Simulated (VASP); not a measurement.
## Sn2TeO: relaxation of cell and atoms with PBE

Crystal: Sn2TeO.

```
Sn Te O
1.0
     4.00947    0.00000    0.00000
    -2.00473    3.47230    0.00000
     0.00000    0.00000    8.72729
Sn Te O
2 1 1
Direct
  0.00000 0.00000 0.69392
  0.00000 0.00000 0.30608
  0.00000 0.00000 0.50000
  0.00000 0.00000 0.00000
```

The cell was generated, and may not be a known phase.

```json
{
 "Program": "VASP 6.6.1",
 "Task": "relaxation of cell and atoms",
 "Functional": "PBE",
 "Potentials or basis": "VASP PAW PBE potentials, release 64 (Sn_d, Te, O)",
 "Cutoff": "600 eV",
 "k mesh": "6 × 6 × 2",
 "Occupations": "gaussian, width 0.1 eV",
 "Spin": "no spin polarisation",
 "Dipole correction": "no",
 "Further INCAR settings": "ALGO = Normal; EDIFF = 1e-07; IBRION = 2; EDIFFG = -0.04; NSW = 90; ISIF = 3"
}
```

```json
{"Relaxed volume": "25.36 Å³/atom", "Relaxed cell": "a = 3.298 Å, b = 3.298 Å, c = 10.771 Å, α = 90.00°, β = 90.00°, γ = 120.00°", "Space group after relaxing (to 0.1 Å)": "P6/mmm (No. 191)", "Pressure after relaxing": "0.0 GPa", "Largest force after relaxing": "0.018 eV/Å"}
```

Forces on the atoms (eV/Å):
```
Sn   0.000  0.000  0.018
Sn   0.000  0.000 -0.018
Te   0.000  0.000  0.000
O    0.000  0.000  0.000
```

Stress tensor (GPa, compression positive):
```
-0.08  0.00  0.00
 0.00 -0.08  0.00
 0.00  0.00  0.02
```

Final structure:
```xyz
4
Lattice="3.2978 0.0000 0.0000 -1.6489 2.8560 0.0000 0.0000 0.0000 10.7709" Properties=species:S:1:pos:R:3 pbc="T T T"
Sn    0.0000    0.0000    1.9846
Sn    0.0000    0.0000    8.7862
Te    0.0000    0.0000    5.3854
O     0.0000    0.0000    0.0000
```

Levels at points of the mesh, in eV from the Fermi level:
| k point | band 17 | band 18 | band 19 | band 20 | band 21 | band 22 |
| --- | --- | --- | --- | --- | --- | --- |
| (0.00, 0.00, 0.00) | -1.49 | -1.49 | 0.64 | 2.98 | 2.98 | 4.56 |
| (0.50, 0.00, 0.00) | -3.26 | -2.90 | -1.89 | -1.03 | 0.07 | 0.52 |
| (0.00, 0.00, 0.50) | -1.49 | -1.49 | 2.34 | 2.90 | 2.97 | 2.97 |
| (0.50, 0.00, 0.50) | -2.74 | -2.13 | -1.89 | -1.18 | -0.98 | 0.52 |

It took 35 min on 1 thread of Intel(R) Xeon(R) Platinum 8488C (Sapphire Rapids) (shared host), peak memory 0.38 GiB.

Caveat: the volume moved by over 15 % at a fixed basis, so the end points are rough; the highest band is partly filled, so the run has too few bands; spin-orbit coupling is left out, which moves the levels of the heavy elements.
